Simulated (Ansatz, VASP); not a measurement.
One calculation of Ta, two programs

```xyz
1
Lattice="-1.7834 1.7834 1.6513 1.7834 -1.7834 1.6513 1.7834 1.7834 -1.6513" Properties=species:S:1:pos:R:3 pbc="T T T"
Ta    0.0000    0.0000    0.0000
```

Change from the starting cell: strain +0.080 along x and y, +0.000 along z, atoms carried along.

Alike in both runs: task single point; functional PBE; k mesh 20 × 20 × 20; occupations gaussian, width 0.15 eV; no spin polarisation.

|  | VASP | Ansatz |
| --- | --- | --- |
| version | VASP 6.6.1 | Ansatz 0.2.0 |
| potentials or method | VASP PAW PBE potentials, release 64 (Ta_pv), cutoff 520 eV | scalar-relativistic, plane waves, PAW |
| valence electrons in the cell | 11 | 13 |

|  | VASP | Ansatz | Ansatz less VASP |
| --- | --- | --- | --- |
| gap on the k mesh at the Fermi level (eV) | none | none | - |
| pressure (GPa) | -20.4 | -20.3 | +0.04 |
| traceless stress, the component that is largest in VASP (GPa) | 2.45 | 2.46 | +0.014 |

A gap of «none» marks a metal or a gap that the smearing closes. VASP's potentials hold 11 valence electrons a cell and Ansatz's 13, so a difference there can come from the potentials and not from the codes.

Spin-orbit coupling is off throughout.
